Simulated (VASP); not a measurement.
Input of a VASP 6.6.1 run:

POSCAR

```
C
1.0
    2.5032699062      0.0000000000      0.0000000000
   -1.2516349531      2.1678953313      0.0000000000
    0.0000000000      0.0000000000      4.1687214673
C
4
Direct
    0.3333333333      0.6666666667      0.0627304278
    0.6666666667      0.3333333333      0.5627304278
    0.3333333333      0.6666666667      0.4372695722
    0.6666666667      0.3333333333      0.9372695722
```

Contents of INCAR.step1:

```
PREC = Accurate
ENCUT = 910
ISMEAR = -1
SIGMA = 0.05
LREAL = F
LASPH = T
NELM = 120
NBANDS = 16
GGA = PE
ALGO = Normal
EDIFF = 1E-5
LWAVE = T
LCHARG = F
GGA_COMPAT = F
```

Contents of INCAR.step2:

```
PREC = Accurate
ENCUT = 910
EDIFF = 1E-6
ISMEAR = -1
SIGMA = 0.05
LREAL = F
LASPH = T
NELM = 120
ALGO = Normal
ISIF = 2
LWAVE = F
LCHARG = F
METAGGA = R2SCAN
LMIXTAU = T
NBANDS = 16
ISTART = 1
GGA_COMPAT = F
```

Contents of KPOINTS:

```
Automatic mesh
0
Gamma
  8 8 4
```

Potentials or basis: VASP PAW PBE potentials, release 64 (C_h).

The run is started by

```console
$ cat potpaw_PBE.64/C_h/POTCAR > POTCAR
$ cp INCAR.step1 INCAR
$ mpirun -np 1 vasp_std > vasp.out
$ cp INCAR.step2 INCAR
$ mpirun -np 1 vasp_std > vasp.out
```

**Question.** Estimate the pressure.

**Answer.** -0.8 GPa.

**Question.** Predict the band gap on the k mesh.

**Answer.** 3.97 eV, indirect (least direct gap 5.24 eV).

Forces in eV/Å, atoms in the order of the input:
```
C    0.000  0.000 -0.002
C    0.000  0.000 -0.002
C    0.000  0.000  0.002
C    0.000  0.000  0.002
```

Caveat: the cutoff is under 1.25 times the usual one of these potentials, so pressure, stress and relaxed cells hold a basis-set (Pulay) error; the PAW data sets were made with another functional, which shifts forces and pressure a little. r2SCAN opens gaps a little over a GGA but as a rule still falls short of measured ones.
